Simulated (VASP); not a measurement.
# Pt (Im-3m) in VASP: settings compared

The runs below take Pt through single point, with r2SCAN, PBEsol.

Program: VASP 6.6.1. These are calculated values, not measurements. Logs are shortened: lines on timing, memory, paths and dates and some standing lists are left out, and cuts for length are marked.

### 1 The cell of the first run

Symmetry: Im-3m, No. 229, cubic system. Conventional cell: a = 3.168 Å, b = 3.168 Å, c = 3.168 Å, α = 90.00°, β = 90.00°, γ = 90.00°. Pt (site symmetry m-3m) has 14 Pt at 2.74 to 3.17 Å within 3.6 Å.

### 2 Single point, r2SCAN

File POSCAR:

```
Pt
1.0
   -1.5842200000      1.5842200000      1.5842200000
    1.5842200000     -1.5842200000      1.5842200000
    1.5842200000      1.5842200000     -1.5842200000
Pt
1
Direct
    0.0000000000      0.0000000000      0.0000000000
```

File INCAR.step1:

```
SYSTEM = Pt
PREC = Accurate
ENCUT = 520
ISMEAR = -1
SIGMA = 0.05
LREAL = .FALSE.
LASPH = .TRUE.
NELM = 60
NBANDS = 11
GGA = PE
ALGO = Normal
EDIFF = 1E-4
LWAVE = .TRUE.
LCHARG = .FALSE.
```

File INCAR.step2:

```
SYSTEM = Pt
PREC = Accurate
ENCUT = 520
EDIFF = 1E-6
ISMEAR = -1
SIGMA = 0.05
LREAL = .FALSE.
LASPH = .TRUE.
NELM = 60
ALGO = Normal
ISIF = 2
LWAVE = .FALSE.
LCHARG = .FALSE.
METAGGA = R2SCAN
LMIXTAU = .TRUE.
NBANDS = 11
ISTART = 1
```

File KPOINTS:

```
regular mesh
0
G
  12 12 12
  0 0 0
```

Potentials or basis: VASP PAW PBE potentials, release 64 (Pt).

Run with:

```sh
$ cat potpaw_PBE.64/Pt/POTCAR > POTCAR
$ cp INCAR.step1 INCAR
$ mpirun -np 1 vasp_std > vasp.out
$ cp INCAR.step2 INCAR
$ mpirun -np 1 vasp_std > vasp.out
```

OUTCAR:

```text
SYSTEM = Pt
   PREC = Accurate
   ENCUT = 520
   EDIFF = 1E-6
   ISMEAR = -1
   LREAL = .FALSE.
   LASPH = .TRUE.
   NELM = 60
   ISIF = 2
   METAGGA = R2SCAN
   ISTART = 1

 ion  position               nearest neighbor table
   1  0.000  0.000  0.000-

  LATTYP: Found a body centered cubic cell.
 ALAT       =     3.1684400000

  Lattice vectors:

 A1 = (  -1.5842200000,   1.5842200000,   1.5842200000)
 A2 = (   1.5842200000,  -1.5842200000,   1.5842200000)
 A3 = (   1.5842200000,   1.5842200000,  -1.5842200000)

Analysis of symmetry for initial positions (statically):
=====================================================================
 Subroutine PRICEL returns:
 Original cell was already a primitive cell.

 Routine SETGRP: Setting up the symmetry group for a
 body centered cubic supercell.

 Subroutine GETGRP returns: Found 48 space group operations
[... 9 lines left out ...]

 Routine SETGRP: Setting up the symmetry group for a
 body centered cubic supercell.

 Subroutine GETGRP returns: Found 48 space group operations
[... 11 lines left out ...]
                                     Primitive cell

  volume of cell :      15.9040

  direct lattice vectors                    reciprocal lattice vectors
    -1.584220000  1.584220000  1.584220000     0.000000000  0.315612731  0.315612731
     1.584220000 -1.584220000  1.584220000     0.315612731  0.000000000  0.315612731
     1.584220000  1.584220000 -1.584220000     0.315612731  0.315612731  0.000000000

  length of vectors
     2.743949530  2.743949530  2.743949530     0.446343804  0.446343804  0.446343804

  position of ions in fractional coordinates (direct lattice)
     0.000000000  0.000000000  0.000000000

  ion indices of the primitive-cell ions
   primitive index   ion index
                 1           1

----------------------------------------------------------------------------------------

 KPOINTS: regular mesh

Automatic generation of k-mesh.
 Grid dimensions read from file:
 generate k-points for:   12   12   12

 Generating k-lattice:

  Cartesian coordinates                     Fractional coordinates (reciprocal lattice)
     0.000000000  0.026301061  0.026301061     0.083333333  0.000000000  0.000000000
     0.026301061  0.000000000  0.026301061     0.000000000  0.083333333  0.000000000
     0.026301061  0.026301061  0.000000000     0.000000000  0.000000000  0.083333333

  Length of vectors
     0.037195317  0.037195317  0.037195317

  Shift w.r.t. Gamma in fractional coordinates (k-lattice)
     0.000000000  0.000000000  0.000000000

 Subroutine IBZKPT returns following result:
 ===========================================

 Found     72 irreducible k-points:

 Following reciprocal coordinates:
            Coordinates               Weight
  0.000000  0.000000  0.000000      1.000000
  0.083333  0.000000  0.000000     12.000000
  0.166667  0.000000  0.000000     12.000000
  0.250000  0.000000  0.000000     12.000000
  0.333333  0.000000  0.000000     12.000000
  0.416667  0.000000  0.000000     12.000000
[... 16 lines left out ...]
  0.333333  0.083333  0.083333     24.000000
  0.416667  0.083333  0.083333     12.000000
 [... further k-points ...]
   k-points           NKPTS =     72   k-points in BZ     NKDIM =     72   number of bands    NBANDS=     11
   number of dos      NEDOS =    301   number of ions     NIONS =      1
   total plane-waves  NPLWV =   8000
   dimension x,y,z NGX =    20 NGY =   20 NGZ =   20
   dimension x,y,z NGXF=    40 NGYF=   40 NGZF=   40
   ions per type =               1
   NGX,Y,Z   is equivalent  to a cutoff of  12.12, 12.12, 12.12 a.u.
   NGXF,Y,Z  is equivalent  to a cutoff of  24.23, 24.23, 24.23 a.u.
 SYSTEM =  Pt
   PREC   = accura    normal or accurate (medium, high low for compatibility)
   ISTART =      1    job   : 0-new  1-cont  2-samecut
   ICHARG =      0    charge: 1-file 2-atom 10-const
   ISPIN  =      1    spin polarized calculation?
   LNONCOLLINEAR =      F non collinear calculations
   LSORBIT =      F    spin-orbit coupling
   LASPH  =      T    aspherical Exc in radial PAW
   ENCUT  =  520.0 eV  38.22 Ry    6.18 a.u.   5.10  5.10  5.10*2*pi/ulx,y,z
   NELM   =     60;   NELMIN=  2; NELMDL=  0     # of ELM steps
   EDIFF  = 0.1E-05   stopping-criterion for ELM
   LREAL  =      F    real-space projection
   EDIFFG = 0.1E-04   stopping-criterion for IOM
   NSW    =      0    number of steps for IOM
   IBRION =     -1    ionic relax: 0-MD 1-quasi-New 2-CG
   NFREE  =      0    steps in history (QN), initial steepest desc. (CG)
   ISIF   =      2    stress and relaxation
   ISYM   =      2    0-nonsym 1-usesym 2-fastsym
   POTIM  = 0.5000    time-step for ionic-motion
   TEBEG  =    0.0;   TEEND  =   0.0 temperature during run
   PSTRESS=    0.0 pullay stress
   NELECT =      10.0000    total number of electrons
   NUPDOWN=      -1.0000    fix difference up-down
   EMIN   =  10.00;   EMAX   =-10.00  energy-range for DOS
   EFERMI =   0.00;   METHOD = LEGACY
   ISMEAR =    -1;   SIGMA  =   0.05  broadening in eV -4-tet -1-fermi 0-gaus
   EFERMI_NEDOS =   21; number of points for ismear=-14 and -15
   IALGO  =     38    algorithm
   IMIX   =      4    mixing-type and parameters
     AMIX     =   0.40;   BMIX     =  1.00
     AMIX_MAG =   1.60;   BMIX_MAG =  1.00
  volume/ion in A,a.u.               =      15.90       107.33
  Fermi-wavevector in a.u.,A,eV,Ry     =   1.402510  2.650360 26.763132  1.967035
  Thomas-Fermi vector in A             =   2.525265
   LORBIT       =      0    0 simple, 1 ext, 2 COOP (PROOUT), +10 PAW based schemes
   METAGGA = R2SCAN    functional components
   LHFCALC =     F    Hartree Fock is set to
   AEXX    =    0.0000 exact exchange contribution
   IVDW    =     0    specifies the selected vdW correction
   LEPSILON=     F    determine dielectric tensor
   LRPA    =     F    only Hartree local field effects (RPA)
 non-spin polarized calculation
  energy-cutoff  :      520.00
  volume of cell :       15.90
 maximum number of plane-waves:       442
   NGX = 11   NGY = 11   NGZ = 11

 number of electron      10.0000000 magnetization

 Free energy of the ion-electron system (eV)
  ---------------------------------------------------
  ext. energy  EPLUGINS =         0.00000000
  ---------------------------------------------------
  free energy    TOTEN  =       -51.41773435 eV

  energy without entropy =      -51.41188492  energy(sigma->0) =      -51.41480964

 E-fermi :   9.7671     XC(G=0): -14.2297

 val. band max:        9.7337078478   @ k =   0.5000   0.5000   0.4167
 cond. band min:       9.8126477707   @ k =  -0.4167  -0.4167   0.1667
 fundamental gap:      0.0789399229
 Fermi energy:         9.7671187336

 k-point     1 :       0.0000    0.0000    0.0000
  band No.  band energies     occupation
      1       0.1774      2.00000
      2       6.2682      2.00000
      3       6.2682      2.00000
      4       6.2682      2.00000
      5       8.7431      2.00000
      6       8.7431      2.00000
      7      27.9358      0.00000
      8      27.9358      0.00000
      9      27.9358      0.00000
     10      38.2582      0.00000
     11      38.2583      0.00000

 k-point     2 :       0.0833    0.0000    0.0000
  band No.  band energies     occupation
      1       0.4683      2.00000
      2       6.1573      2.00000
      3       6.2687      2.00000
      4       6.5007      2.00000
      5       8.6070      2.00000
      6       8.7505      2.00000
      7      28.0506      0.00000
      8      28.1127      0.00000
      9      28.3569      0.00000
     10      35.3102      0.00000
     11      35.7322      0.00000

 k-point     3 :       0.1667    0.0000    0.0000
  band No.  band energies     occupation
      1       1.2792      2.00000
      2       5.8661      2.00000
      3       6.2481      2.00000
      4       7.1730      2.00000
      5       8.3712      2.00000
      6       8.7797      2.00000
      7      27.6795      0.00000
      8      27.9191      0.00000
      9      29.5523      0.00000
     10      33.4007      0.00000
     11      33.6660      0.00000

 k-point     4 :       0.2500    0.0000    0.0000
  band No.  band energies     occupation
      1       2.3424      2.00000
      2       5.4934      2.00000
      3       6.3414      2.00000
      4       8.2015      2.00000
      5       8.3227      2.00000
      6       8.8416      2.00000
      7      24.9974      0.00000
      8      26.7882      0.00000
      9      31.3307      0.00000
     10      32.2484      0.00000
     11      33.3843      0.00000

 k-point     5 :       0.3333    0.0000    0.0000
  band No.  band energies     occupation
      1       3.0410      2.00000
      2       5.1454      2.00000
      3       7.1616      2.00000
      4       8.5061      2.00000
      5       8.9310      2.00000
      6       9.4112      1.99838
      7      21.4004      0.00000
      8      25.3359      0.00000
      9      29.3605      0.00000
     10      33.3713      0.00000
     11      34.2714      0.00000
[... 211 lines left out ...]
 k-point    21 :       0.1667    0.0833    0.0833
  band No.  band energies     occupation
      1       2.8485      2.00000
      2       5.4178      2.00000
      3       5.6806      2.00000
      4       8.4987      2.00000
      5       8.7809      2.00000
      6       9.2069      1.99997
      7      25.0382      0.00000
      8      26.4066      0.00000
      9      27.4668      0.00000
     10      30.4526      0.00000
     11      37.1079      0.00000

 k-point    22 :       0.2500    0.0833    0.0833
  band No.  band energies     occupation
      1       3.5885      2.00000
      2       5.1015      2.00000
      3       6.2141      2.00000
      4       8.5713      2.00000
      5       8.9318      2.00000
      6      10.7314      0.00000
      7      21.2341      0.00000
      8      25.0526      0.00000
      9      26.1315      0.00000
     10      32.2534      0.00000
     11      37.4539      0.00000

 k-point    23 :       0.3333    0.0833    0.0833
  band No.  band energies     occupation
      1       3.6665      2.00000
      2       4.8959      2.00000
      3       7.5183      2.00000
      4       8.6869      2.00000
      5       9.0317      2.00000
      6      12.3272      0.00000
      7      17.8828      0.00000
      8      24.0979      0.00000
      9      24.9174      0.00000
     10      34.0984      0.00000
     11      36.1967      0.00000

 k-point    24 :       0.4167    0.0833    0.0833
  band No.  band energies     occupation
      1       3.6258      2.00000
      2       4.8249      2.00000
      3       8.2913      2.00000
      4       8.7060      2.00000
      5       9.0676      2.00000
      6      13.4289      0.00000
      7      16.0461      0.00000
      8      23.7584      0.00000
      9      24.3875      0.00000
     10      34.9749      0.00000
     11      35.6713      0.00000

 [... further k-points ...]
[... 5 lines left out ...]
  --------------------------------------------------------------------------------------
  -------------------------------------------------------------------------------------
  Total       -0.6318005     -0.6318005     -0.6318005     -0.0000000     -0.0000000      0.0000000
  in kB      -63.6479021    -63.6479021    -63.6479021     -0.0000000     -0.0000000      0.0000000
  external PRESSURE =     -63.6479021 kB  Pullay stress =       0.0000000 kB

 VOLUME and BASIS-vectors are now :
 -----------------------------------------------------------------------------
  energy-cutoff  :      520.00
  volume of cell :       15.90
      direct lattice vectors                 reciprocal lattice vectors
    -1.584220000  1.584220000  1.584220000     0.000000000  0.315612731  0.315612731
     1.584220000 -1.584220000  1.584220000     0.315612731  0.000000000  0.315612731
     1.584220000  1.584220000 -1.584220000     0.315612731  0.315612731  0.000000000

 POSITION                                       TOTAL-FORCE (eV/Angst)
 -----------------------------------------------------------------------------------
      0.00000      0.00000      0.00000        -0.000000     -0.000000     -0.000000
 -----------------------------------------------------------------------------------
    total drift:                                0.000000     -0.000000      0.000000

  FREE ENERGIE OF THE ION-ELECTRON SYSTEM (eV)
  ---------------------------------------------------
  free  energy   TOTEN  =       -51.4177343475 eV

  energy  without entropy=      -51.4118849245  energy(sigma->0) =      -51.41480964
```

Wall time 52 s (1 thread of AMD EPYC 7R43 (Zen 3), shared host); peak memory 0.1 GiB.

What came out:

```
Free energy            : -51.4177 eV
Pressure               : -6.4 GPa
Band gap on the k mesh : zero (band 5 reaches 10.88 eV, above the bottom of band 6 at 8.59 eV)
```

Caveat: the PAW data sets were made with another functional, which shifts forces and pressure a little; spin-orbit coupling is left out, which moves the levels of the heavy elements.

### 3 Single point, r2SCAN

This run uses another cell than the first one, of 16.22 Å³/atom, 1.020 times its volume.

File POSCAR:

```
Pt
1.0
   -1.5947118289      1.5947118289      1.5947118289
    1.5947118289     -1.5947118289      1.5947118289
    1.5947118289      1.5947118289     -1.5947118289
Pt
1
Direct
    0.0000000000      0.0000000000      0.0000000000
```

File INCAR.step1:

```
PREC = Accurate
ENCUT = 520
ISMEAR = -1
SIGMA = 0.05
LREAL = False
LASPH = True
NELM = 80
NBANDS = 11
GGA = PE
ALGO = Normal
EDIFF = 1E-4
LWAVE = True
LCHARG = False
```

File INCAR.step2:

```
PREC = Accurate
ENCUT = 520
EDIFF = 1E-6
ISMEAR = -1
SIGMA = 0.05
LREAL = False
LASPH = True
NELM = 80
ALGO = Normal
ISIF = 2
LWAVE = False
LCHARG = False
METAGGA = R2SCAN
LMIXTAU = True
NBANDS = 11
ISTART = 1
```

File KPOINTS:

```
Automatic mesh
0
Gamma
  12 12 12
```

Potentials or basis: VASP PAW PBE potentials, release 64 (Pt).

Run with:

```sh
$ cat potpaw_PBE.64/Pt/POTCAR > POTCAR
$ cp INCAR.step1 INCAR
$ mpirun -np 1 vasp_std > vasp.out
$ cp INCAR.step2 INCAR
$ mpirun -np 1 vasp_std > vasp.out
```

Run time: 72 s. Hardware: 1 thread of AMD EPYC 7R43 (Zen 3), shared host; peak memory 0.12 GiB.

Results (log left out):

* Free energy: -51.4009 eV
* Pressure: -10.6 GPa
* Band gap on the k mesh: zero (band 5 reaches 10.50 eV, above the bottom of band 6 at 8.28 eV)

Levels at points of the mesh, in eV from the Fermi level:
```
           k point  band 3  band 4  band 5  band 6  band 7  band 8
(0.00, 0.00, 0.00)   -3.40   -3.40   -0.99   -0.99   18.16   18.16
(0.50, 0.00, 0.00)   -1.16   -0.70    0.61    1.11    6.45   14.13
(0.50, 0.50, 0.50)    0.60    0.60    0.60    8.11    8.11    8.11
```

Caveat: the PAW data sets were made with another functional, which shifts forces and pressure a little; spin-orbit coupling is left out, which moves the levels of the heavy elements.

### 4 Single point, PBEsol, non-collinear spin, zero start, spin-orbit coupling

File INCAR:

```
ALGO     = Normal         # electronic algorithm
EDIFF    = 1E-6           # SCF threshold, eV
ENCUT    = 520            # plane-wave cutoff, eV
GGA      = PS             # functional
GGA_COMPAT= F            
ISIF     = 2              # what is computed and relaxed
ISMEAR   = -1             # smearing method
LASPH    = T              # aspherical terms in the spheres
LCHARG   = F              # write CHGCAR
LMAXMIX  = 4              # l up to which the mixer works
LORBIT   = 11             # projections on sites
LORBMOM  = T            
LREAL    = F              # projectors in reciprocal space
LSORBIT  = T              # spin-orbit coupling
LWAVE    = F              # write WAVECAR
MAGMOM   = 0 0 0          # initial moments
NBANDS   = 21             # bands
NELM     = 150            # most SCF steps
PREC     = Accurate       # precision mode
SIGMA    = 0.05           # smearing width, eV
```

File KPOINTS:

```
k-points
0
Gamma
  12 12 12
```

File POSCAR:

```
Pt
1.0
   -1.5842200000      1.5842200000      1.5842200000
    1.5842200000     -1.5842200000      1.5842200000
    1.5842200000      1.5842200000     -1.5842200000
Pt
1
Direct
    0.0000000000      0.0000000000      0.0000000000
```

Run with:

```sh
$ cat potpaw_PBE.64/Pt/POTCAR > POTCAR
$ mpirun -np 1 vasp_ncl > vasp.out
```

It took 17 s on 1 thread of Intel Xeon 6975P-C (Granite Rapids), shared host; peak memory 0.18 GiB.

It converged, with:

```
Free energy                                           : -7.2206 eV
Pressure                                              : -10.9 GPa
Net moment                                            : 0.00 μB per cell
Valence electrons inside the program's atomic spheres : Pt 9.17
```

Moments on the atoms (μB; x, y, z):
```
Pt  0.00 0.00 0.00
```

Caveat: the PAW data sets were made with another functional, which shifts forces and pressure a little.

### 5 The runs side by side

| level | spin | cell | gap on the mesh (eV) | pressure (GPa) |
| --- | --- | --- | --- | --- |
| r2SCAN | off | a = 2.744 Å, angles 109.5°, 1 atom | none | -6.4 |
| r2SCAN | off | a = 2.762 Å, angles 109.5°, 1 atom | none | -10.6 |
| PBEsol | non-collinear, zero start, SOC | a = 2.744 Å, angles 109.5°, 1 atom | - | -10.9 |

Alike in all rows: task single point; potentials or basis VASP PAW PBE potentials, release 64 (Pt); k mesh 12 × 12 × 12; cutoff (eV) 520; smearing fermi-dirac 0.05 eV.

Caveats: the PAW data sets were made with another functional, which shifts forces and pressure a little; spin-orbit coupling is left out, which moves the levels of the heavy elements (some runs).

Total energies depend on the potentials used, so only differences within one code and one set of settings carry meaning.
